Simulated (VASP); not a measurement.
Set up this calculation in VASP 6.6.1, as the native input.

- Task: single point
- Functional: PBEsol
- Potentials or basis: VASP PAW PBE potentials, release 64 (Al, N)
- Cutoff: 600 eV
- k mesh: 8 × 8 × 8
- Occupations: fermi-dirac, width 0.02 eV
- Spin: no spin polarisation
- Dipole correction: no
- Further INCAR settings: ALGO = Normal; EDIFF = 1e-06; NBANDS = 11

The structure of AlN lies in POSCAR:

```
AlN
1.0
    0.0000000000      1.9690000000      2.0083800000
    1.9690000000      0.0000000000      2.0083800000
    1.9690000000      1.9690000000      0.0000000000
Al N
1 1
Direct
    0.0000000000      0.0000000000      0.0000000000
    0.5000000000      0.5000000000      0.5000000000
```

The input as run:

INCAR

```
SYSTEM = AlN
  PREC = Accurate
  ENCUT = 600
  EDIFF = 1E-6
  ISMEAR = -1
  SIGMA = 0.02
  LREAL = .False.
  LASPH = .True.
  NELM = 120
  ALGO = Normal
  ISIF = 2
  LWAVE = .False.
  LCHARG = .True.
  GGA = PS
  LELF = .True.
  LVHAR = .True.
  NBANDS = 11
  GGA_COMPAT = .False.
```

KPOINTS

```
regular mesh
0
Gamma
  8 8 8
  0 0 0
```

Potentials or basis: VASP PAW PBE potentials, release 64 (Al, N).

Run with:

```bash
$ cat potpaw_PBE.64/Al/POTCAR potpaw_PBE.64/N/POTCAR > POTCAR
$ mpirun -np 1 vasp_std > vasp.out
```

It gave:

The pressure is 18.0 GPa. The band gap on the k mesh is 4.88 eV, indirect (least direct gap 6.45 eV).

Caveat: the PAW data sets were made with another functional, which shifts forces and pressure a little.

It took 5.6 s on 1 thread of Intel Xeon 6975P-C, on a shared host, peak memory 0.14 GiB.
